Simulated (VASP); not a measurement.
# LaGe2Ir3 (P6/mmm) in VASP: single point with LDA

Aim: the single point of LaGe2Ir3 with LDA.

All numbers are computed with VASP 6.6.1; they aren't measurements. Logs are shortened: lines on timing, memory, paths and dates and some standing lists are left out, and cuts for length are marked.

## 1. The cell of the first run

Symmetry: P6/mmm, No. 191, hexagonal system. Conventional cell: a = 5.694 Å, b = 5.694 Å, c = 3.856 Å, α = 90.00°, β = 90.00°, γ = 120.00°. La (site symmetry 6/mmm) has 6 Ge at 3.29 Å and 12 Ir at 3.44 Å and 2 La at 3.86 Å within 4.3 Å. Ge (site symmetry -6m2) has 6 Ir at 2.53 Å and 3 Ge at 3.29 Å and 3 La at 3.29 Å within 3.3 Å. Ir (site symmetry mmm) has 4 Ge at 2.53 Å and 4 Ir at 2.85 Å within 3.3 Å.

## 2. Single point, LDA

INCAR

```
ALGO     = Normal         # electronic algorithm
EDIFF    = 1E-6           # SCF threshold, eV
ENCUT    = 520            # plane-wave cutoff, eV
GGA      = CA             # functional
ISIF     = 2              # what is computed and relaxed
ISMEAR   = -1             # smearing method
LASPH    = T              # aspherical terms in the spheres
LCHARG   = F              # write CHGCAR
LREAL    = F              # projectors in reciprocal space
LWAVE    = F              # write WAVECAR
NBANDS   = 42             # bands
NELM     = 100            # most SCF steps
PREC     = Accurate       # precision mode
SIGMA    = 0.1            # smearing width, eV
```

KPOINTS

```
k-points
0
Gamma
  5 5 7
```

POSCAR

```
LaGe2Ir3
1.0
    5.6941740000      0.0000000000      0.0000000000
   -2.8470870000      4.9312990000      0.0000000000
    0.0000000000      0.0000000000      3.8557970000
La Ge Ir
1 2 3
Direct
    0.0000000000      0.0000000000      0.0000000000
    0.3333333333      0.6666666667      0.0000000000
    0.6666666667      0.3333333333      0.0000000000
    0.5000000000      0.0000000000      0.5000000000
    0.0000000000      0.5000000000      0.5000000000
    0.5000000000      0.5000000000      0.5000000000
```

Potentials or basis: VASP PAW LDA potentials, release 64 (La, Ge_d, Ir).

Command:

```bash
$ cat potpaw_LDA.64/La/POTCAR potpaw_LDA.64/Ge_d/POTCAR potpaw_LDA.64/Ir/POTCAR > POTCAR
$ mpirun -np 1 vasp_std > vasp.out
```

OUTCAR:

```text
EDIFF = 1E-6
   ENCUT = 520
   GGA = CA
   ISIF = 2
   ISMEAR = -1
   LASPH = T
   LREAL = F
   NELM = 100
   PREC = Accurate

 ion  position               nearest neighbor table
   1  0.000  0.000  0.000-   2 3.29   3 3.29   3 3.29   2 3.29   3 3.29   2 3.29   5 3.44   6 3.44
                             5 3.44   5 3.44   5 3.44   6 3.44   6 3.44   6 3.44   4 3.44   4 3.44
   2  0.333  0.667  0.000-   4 2.53   4 2.53   5 2.53   5 2.53   6 2.53   6 2.53   1 3.29   1 3.29
                             1 3.29
   3  0.667  0.333  0.000-   4 2.53   4 2.53   5 2.53   5 2.53   6 2.53   6 2.53   1 3.29   1 3.29
                             1 3.29
   4  0.500  0.000  0.500-   2 2.53   3 2.53   2 2.53   3 2.53   5 2.85   6 2.85   6 2.85   5 2.85
                             1 3.44   1 3.44   1 3.44   1 3.44
   5  0.000  0.500  0.500-   2 2.53   3 2.53   2 2.53   3 2.53   4 2.85   4 2.85   6 2.85   6 2.85
                             1 3.44   1 3.44   1 3.44   1 3.44
   6  0.500  0.500  0.500-   2 2.53   3 2.53   2 2.53   3 2.53   4 2.85   4 2.85   5 2.85   5 2.85
                             1 3.44   1 3.44   1 3.44   1 3.44

  LATTYP: Found a hexagonal cell.
 ALAT       =     5.6941740000
 C/A-ratio  =     0.6771477303

  Lattice vectors:

 A1 = (   5.6941740000,   0.0000000000,   0.0000000000)
 A2 = (  -2.8470870000,   4.9312990000,   0.0000000000)
 A3 = (   0.0000000000,   0.0000000000,   3.8557970000)

Analysis of symmetry for initial positions (statically):
=====================================================================
 Subroutine PRICEL returns:
 Original cell was already a primitive cell.

 Routine SETGRP: Setting up the symmetry group for a
 hexagonal supercell.

 Subroutine GETGRP returns: Found 24 space group operations
 (whereof 24 operations were pure point group operations)
 out of a pool of 24 trial point group operations.

The static configuration has the point symmetry D_6h.

Analysis of symmetry for dynamics (positions and initial velocities):
=====================================================================
 Subroutine PRICEL returns:
 Original cell was already a primitive cell.

 Routine SETGRP: Setting up the symmetry group for a
 hexagonal supercell.

 Subroutine GETGRP returns: Found 24 space group operations
 (whereof 24 operations were pure point group operations)
 out of a pool of 24 trial point group operations.

The dynamic configuration has the point symmetry D_6h.

 Subroutine INISYM returns: Found 24 space group operations
 (whereof 24 operations are pure point group operations),
 and found     1 'primitive' translations

----------------------------------------------------------------------------------------

                                     Primitive cell

  volume of cell :     108.2695

  direct lattice vectors                    reciprocal lattice vectors
     5.694174000  0.000000000  0.000000000     0.175618097  0.101393162  0.000000000
    -2.847087000  4.931299000  0.000000000     0.000000000  0.202786325  0.000000000
     0.000000000  0.000000000  3.855797000     0.000000000  0.000000000  0.259349753

  length of vectors
     5.694174000  5.694173708  3.855797000     0.202786314  0.202786325  0.259349753

  position of ions in fractional coordinates (direct lattice)
     0.000000000  0.000000000  0.000000000
     0.333333333  0.666666667  0.000000000
     0.666666667  0.333333333  0.000000000
     0.500000000  0.000000000  0.500000000
     0.000000000  0.500000000  0.500000000
     0.500000000  0.500000000  0.500000000

  ion indices of the primitive-cell ions
   primitive index   ion index
                 1           1
                 2           2
                 3           3
                 4           4
                 5           5
                 6           6

----------------------------------------------------------------------------------------

 KPOINTS: k-points

Automatic generation of k-mesh.
 Grid dimensions read from file:
 generate k-points for:    5    5    7

 Generating k-lattice:

  Cartesian coordinates                     Fractional coordinates (reciprocal lattice)
     0.035123619  0.020278632  0.000000000     0.200000000  0.000000000  0.000000000
     0.000000000  0.040557265  0.000000000     0.000000000  0.200000000  0.000000000
     0.000000000  0.000000000  0.037049965     0.000000000  0.000000000  0.142857143

  Length of vectors
     0.040557263  0.040557265  0.037049965

  Shift w.r.t. Gamma in fractional coordinates (k-lattice)
     0.000000000  0.000000000  0.000000000

 Subroutine IBZKPT returns following result:
 ===========================================

 Found     20 irreducible k-points:

 Following reciprocal coordinates:
            Coordinates               Weight
  0.000000  0.000000  0.000000      1.000000
  0.200000  0.000000  0.000000      6.000000
  0.400000 -0.000000  0.000000      6.000000
  0.200000  0.200000  0.000000      6.000000
  0.400000  0.200000  0.000000      6.000000
  0.000000  0.000000  0.142857      2.000000
[... 12 lines left out ...]
  0.200000  0.200000  0.428571     12.000000
  0.400000  0.200000  0.428571     12.000000
   k-points           NKPTS =     20   k-points in BZ     NKDIM =     20   number of bands    NBANDS=     42
   number of dos      NEDOS =    301   number of ions     NIONS =      6
   total plane-waves  NPLWV =  52920
   dimension x,y,z NGX =    42 NGY =   42 NGZ =   30
   dimension x,y,z NGXF=    84 NGYF=   84 NGZF=   60
   ions per type =               1   2   3
   NGX,Y,Z   is equivalent  to a cutoff of  12.26, 12.26, 12.93 a.u.
   NGXF,Y,Z  is equivalent  to a cutoff of  24.52, 24.52, 25.87 a.u.
 SYSTEM =  unknown system
   PREC   = accura    normal or accurate (medium, high low for compatibility)
   ISTART =      0    job   : 0-new  1-cont  2-samecut
   ICHARG =      2    charge: 1-file 2-atom 10-const
   ISPIN  =      1    spin polarized calculation?
   LNONCOLLINEAR =      F non collinear calculations
   LSORBIT =      F    spin-orbit coupling
   LASPH  =      T    aspherical Exc in radial PAW
   ENCUT  =  520.0 eV  38.22 Ry    6.18 a.u.  10.59 10.59  7.17*2*pi/ulx,y,z
   NELM   =    100;   NELMIN=  2; NELMDL= -5     # of ELM steps
   EDIFF  = 0.1E-05   stopping-criterion for ELM
   LREAL  =      F    real-space projection
[... 7 lines left out ...]
   TEBEG  =    0.0;   TEEND  =   0.0 temperature during run
   PSTRESS=    0.0 pullay stress
   NELECT =      66.0000    total number of electrons
   NUPDOWN=      -1.0000    fix difference up-down
   EMIN   =  10.00;   EMAX   =-10.00  energy-range for DOS
   EFERMI =   0.00;   METHOD = LEGACY
   ISMEAR =    -1;   SIGMA  =   0.10  broadening in eV -4-tet -1-fermi 0-gaus
   EFERMI_NEDOS =   21; number of points for ismear=-14 and -15
   IALGO  =     38    algorithm
   IMIX   =      4    mixing-type and parameters
     AMIX     =   0.40;   BMIX     =  1.00
     AMIX_MAG =   1.60;   BMIX_MAG =  1.00
  volume/ion in A,a.u.               =      18.04       121.77
  Fermi-wavevector in a.u.,A,eV,Ry     =   1.388100  2.623129 26.215997  1.926821
  Thomas-Fermi vector in A             =   2.512258
   LORBIT       =      0    0 simple, 1 ext, 2 COOP (PROOUT), +10 PAW based schemes
   GGA     = CA    functional components
   LHFCALC =     F    Hartree Fock is set to
   AEXX    =    0.0000 exact exchange contribution
   IVDW    =     0    specifies the selected vdW correction
   LEPSILON=     F    determine dielectric tensor
   LRPA    =     F    only Hartree local field effects (RPA)
 non-spin polarized calculation
  energy-cutoff  :      520.00
  volume of cell :      108.27
 maximum number of plane-waves:      2943
 NGX is ok and might be reduce to    42
   NGX = 21   NGY = 21   NGZ = 15

 number of electron      65.9999978 magnetization

 Free energy of the ion-electron system (eV)
  ---------------------------------------------------
  ext. energy  EPLUGINS =         0.00000000
  ---------------------------------------------------
  free energy    TOTEN  =       -50.91607385 eV

  energy without entropy =      -50.86156491  energy(sigma->0) =      -50.88881938

 E-fermi :   8.8374     XC(G=0): -12.3994

 val. band max:        8.5843942565   @ k =   0.2000   0.2000   0.2857
 cond. band min:       8.9378284215   @ k =   0.2000   0.0000   0.4286
 fundamental gap:      0.3534341651
 Fermi energy:         8.8373610525

 k-point     1 :       0.0000    0.0000    0.0000
  band No.  band energies     occupation
      1     -23.6161      2.00000
      2     -16.0699      2.00000
      3     -16.0699      2.00000
      4     -16.0533      2.00000
      5     -16.0533      2.00000
      6     -16.0514      2.00000
[... 34 lines left out ...]
     41      10.8610      0.00000
     42      11.0735      0.00000

 k-point     2 :       0.2000    0.0000    0.0000
  band No.  band energies     occupation
      1     -23.6153      2.00000
      2     -16.0729      2.00000
      3     -16.0708      2.00000
      4     -16.0542      2.00000
      5     -16.0510      2.00000
      6     -16.0504      2.00000
[... 34 lines left out ...]
     41      10.8735      0.00000
     42      11.0234      0.00000

 k-point     3 :       0.4000   -0.0000    0.0000
  band No.  band energies     occupation
      1     -23.6140      2.00000
      2     -16.0765      2.00000
      3     -16.0713      2.00000
      4     -16.0545      2.00000
      5     -16.0502      2.00000
      6     -16.0477      2.00000
[... 34 lines left out ...]
     41      10.9141      0.00000
     42      11.0640      0.00000

 k-point     4 :       0.2000    0.2000    0.0000
  band No.  band energies     occupation
      1     -23.6142      2.00000
      2     -16.0766      2.00000
      3     -16.0695      2.00000
      4     -16.0565      2.00000
      5     -16.0502      2.00000
      6     -16.0487      2.00000
[... 664 lines left out ...]
     41      11.0051      0.00000
     42      11.1549      0.00000

 k-point    19 :       0.2000    0.2000    0.4286
  band No.  band energies     occupation
      1     -23.5692      2.00000
      2     -16.0730      2.00000
      3     -16.0675      2.00000
      4     -16.0582      2.00000
      5     -16.0566      2.00000
      6     -16.0537      2.00000
[... 34 lines left out ...]
     41      10.9784      0.00000
     42      11.1018      0.00000

 k-point    20 :       0.4000    0.2000    0.4286
  band No.  band energies     occupation
      1     -23.5692      2.00000
      2     -16.0748      2.00000
      3     -16.0666      2.00000
      4     -16.0587      2.00000
      5     -16.0580      2.00000
      6     -16.0501      2.00000
[... 34 lines left out ...]
     41      11.0194      0.00000
     42      11.1074      0.00000

------------------------ aborting loop because EDIFF is reached ----------------------------------------

  FORCE on cell =-STRESS in cart. coord.  units (eV):
  Direction    XX          YY          ZZ          XY          YZ          ZX
  --------------------------------------------------------------------------------------
  -------------------------------------------------------------------------------------
  Total       -5.8049955     -5.8049947     -7.2913494      0.0000000     -0.0000000      0.0000000
  in kB      -85.9025868    -85.9025750   -107.8977190      0.0000000     -0.0000000      0.0000000
  external PRESSURE =     -93.2342936 kB  Pullay stress =       0.0000000 kB

 VOLUME and BASIS-vectors are now :
 -----------------------------------------------------------------------------
  energy-cutoff  :      520.00
  volume of cell :      108.27
      direct lattice vectors                 reciprocal lattice vectors
     5.694174000  0.000000000  0.000000000     0.175618097  0.101393162  0.000000000
    -2.847087000  4.931299000  0.000000000     0.000000000  0.202786325  0.000000000
     0.000000000  0.000000000  3.855797000     0.000000000  0.000000000  0.259349753

 POSITION                                       TOTAL-FORCE (eV/Angst)
 -----------------------------------------------------------------------------------
      0.00000      0.00000      0.00000         0.000000      0.000000      0.000000
     -0.00000      3.28753      0.00000        -0.000000      0.000000     -0.000000
      2.84709      1.64377      0.00000         0.000000     -0.000000      0.000000
      2.84709      0.00000      1.92790         0.000000      0.000000      0.000000
     -1.42354      2.46565      1.92790         0.000000      0.000000      0.000000
      1.42354      2.46565      1.92790         0.000000      0.000000      0.000000
 -----------------------------------------------------------------------------------
    total drift:                               -0.000000      0.000000      0.000000

  FREE ENERGIE OF THE ION-ELECTRON SYSTEM (eV)
  ---------------------------------------------------
  free  energy   TOTEN  =       -50.9160738473 eV

  energy  without entropy=      -50.8615649067  energy(sigma->0) =      -50.88881938
```

Run time: 83 s. Hardware: 1 thread of Intel Xeon 6975P-C, shared host; peak memory 0.25 GiB.

Results:

```yaml
Free_energy: -50.9161 eV
Pressure: -9.3 GPa
Band_gap_on_the_k_mesh: zero (band 33 reaches 9.69 eV, above the bottom of band 34 at 8.16 eV)
```

Levels at points of the mesh, in eV from the Fermi level:
```tsv
k point	band 30	band 31	band 32	band 33	band 34	band 35	band 36	band 37
(0.00, 0.00, 0.00)	-1.18	-0.98	-0.57	-0.57	1.00	1.56	1.73	1.73
```

Caveat: spin-orbit coupling is left out, which moves the levels of the heavy elements.
